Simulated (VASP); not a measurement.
A run of VASP 6.6.1:

File INCAR:

```
SYSTEM = Be16CO
PREC = Accurate ; ENCUT = 1000
EDIFF = 1E-6 ; ISMEAR = 0
SIGMA = 0.1 ; LREAL = Auto
LASPH = .TRUE. ; NELM = 120
ALGO = Normal ; ISIF = 2
LWAVE = .FALSE. ; LCHARG = .FALSE.
LDIPOL = .TRUE. ; IDIPOL = 3
DIPOL = 0.5 0.5 0.316 ; GGA = PE
NBANDS = 36 ; GGA_COMPAT = .FALSE.
NELMDL = -8
```

The input KPOINTS:

```
regular mesh
0
G
  6 6 1
  0 0 0
```

File POSCAR:

```
Be16CO
1.0
    4.5254381410      0.0000000000      0.0000000000
   -2.2627190705      3.9191443934      0.0000000000
    0.0000000000      0.0000000000     23.4761687145
Be C O
16 1 1
Direct
    0.3333333333      0.1666666667      0.1703855535
    0.3333333333      0.6666666667      0.1703855535
    0.8333333333      0.1666666667      0.1703855535
    0.8333333333      0.6666666667      0.1703855535
    0.1666666667      0.3333333333      0.2463521558
    0.1666666667      0.8333333333      0.2463521558
    0.6666666667      0.3333333333      0.2463521558
    0.6666666667      0.8333333333      0.2463521558
    0.3333333333      0.1666666667      0.3241941575
    0.3333333333      0.6666666667      0.3241941575
    0.8333333333      0.1666666667      0.3241941575
    0.8333333333      0.6666666667      0.3241941575
    0.1666666667      0.3333333333      0.4036505628
    0.1666666667      0.8333333333      0.4036505628
    0.6666666667      0.3333333333      0.4036505628
    0.6666666667      0.8333333333      0.4036505628
    0.1666666667      0.3333333333      0.5301618363
    0.1666666667      0.3333333333      0.5795736468
```

Potentials or basis: VASP PAW PBE potentials, release 64 (Be, C_h, O_h).

Run with:

```bash
$ cat potpaw_PBE.64/Be/POTCAR potpaw_PBE.64/C_h/POTCAR potpaw_PBE.64/O_h/POTCAR > POTCAR
$ mpirun -np 1 vasp_std > vasp.out
```

Hardware: 1 thread of Intel(R) Xeon(R) Platinum 8259CL CPU @ 2.50GHz (Skylake/Cascade Lake), on a shared host.

Question: Estimate the wall time of this run.

Answer: It took 15 min on 1 thread of Intel(R) Xeon(R) Platinum 8259CL CPU @ 2.50GHz (Skylake/Cascade Lake), with other jobs on the host, peak memory 1.1 GiB. Counts: scf iterations 28, k points 7.
